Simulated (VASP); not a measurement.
Wanted: the native input for a VASP 6.6.1 run.

```
Task                   : single point
Functional             : PBE
Potentials or basis    : VASP PAW PBE potentials, release 64 (Si, Ni)
Cutoff                 : 520 eV
k mesh                 : 12 × 12 × 8
Occupations            : gaussian, width 0.1 eV
Spin                   : no spin polarisation
Dipole correction      : no
Further INCAR settings : ALGO = Fast; EDIFF = 1e-07; NBANDS = 33
```

The structure of SiNi2 lies in POSCAR:

```
SiNi2
1.0
    3.9450953958      0.0000000000      0.0000000000
   -1.9725476979      3.4165528331      0.0000000000
    0.0000000000      0.0000000000      4.7917941151
Si Ni
2 4
Direct
    0.3333333336      0.6666666664      0.7500000000
    0.6666666664      0.3333333336      0.2500000000
    0.0000000000      0.0000000000      0.0000000000
    0.0000000000      0.0000000000      0.5000000000
    0.3333333337      0.6666666663      0.2500000000
    0.6666666663      0.3333333337      0.7500000000
```

This cell differs from its parent crystal: uniaxial strain along c: -4.0 %, then relaxed in part.

One way to write it, as run:

INCAR

```
PREC = Accurate
ENCUT = 520
EDIFF = 1E-7
ISMEAR = 0
SIGMA = 0.1
LREAL = False
LASPH = True
NELM = 80
ALGO = Fast
ISIF = 2
LWAVE = False
LCHARG = True
GGA = PE
LELF = True
LVHAR = True
NBANDS = 33
```

KPOINTS

```
Automatic mesh
0
Gamma
  12 12 8
```

Potentials or basis: VASP PAW PBE potentials, release 64 (Si, Ni).

Command:

```bash
$ cat potpaw_PBE.64/Si/POTCAR potpaw_PBE.64/Ni/POTCAR > POTCAR
$ mpirun -np 1 vasp_std > vasp.out
```

Results of the run:

The pressure is 4.6 GPa and the band gap on the k mesh is zero (bands 24 and 25 overlap by 2.94 eV).

Caveat: the cell differs from its parent crystal (uniaxial strain along c: -4.0 %, then relaxed in part); the cell stands under pressure.

It took 4.1 min on 1 thread of Intel(R) Xeon(R) Platinum 8259CL CPU @ 2.50GHz (Skylake/Cascade Lake), with other jobs on the host, peak memory 0.29 GiB.
